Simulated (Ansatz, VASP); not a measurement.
Se: VASP beside Ansatz

```
Se
1.0
    -1.70345    1.57569    1.70345
     1.70345   -1.57569    1.70345
     1.70345    1.57569   -1.70345
Se
1
Direct
  0.00000 0.00000 0.00000
```

Change from the starting cell: strain -0.0750 x Voigt [0, 1, 0, 0, 0, 0], atoms carried along.

Alike in both runs: task single point; functional PBE; dispersion D3(BJ); k mesh 20 × 20 × 20; occupations gaussian, width 0.15 eV; no spin polarisation.

|  | VASP | Ansatz |
| --- | --- | --- |
| version | VASP 6.6.1 | Ansatz 0.2.0 |
| potentials or method | VASP PAW PBE potentials, release 64 (Se), cutoff 520 eV | scalar-relativistic, plane waves, PAW |
| valence electrons in the cell | 6 | 16 |

Ansatz gave:

```
gap on the k mesh at the Fermi level (eV)                     : none
pressure (GPa)                                                : 5.9
traceless stress, the component that is largest in VASP (GPa) : 4.18
```

Task: Which values does VASP return?

Result: gap on the k mesh at the Fermi level (eV): none; pressure (GPa): 5.9; traceless stress, the component that is largest in VASP (GPa): 4.17.

A gap of «none» marks a metal or a gap that the smearing closes. VASP's potentials hold 6 valence electrons a cell and Ansatz's 16, so a difference there can come from the potentials and not from the codes.
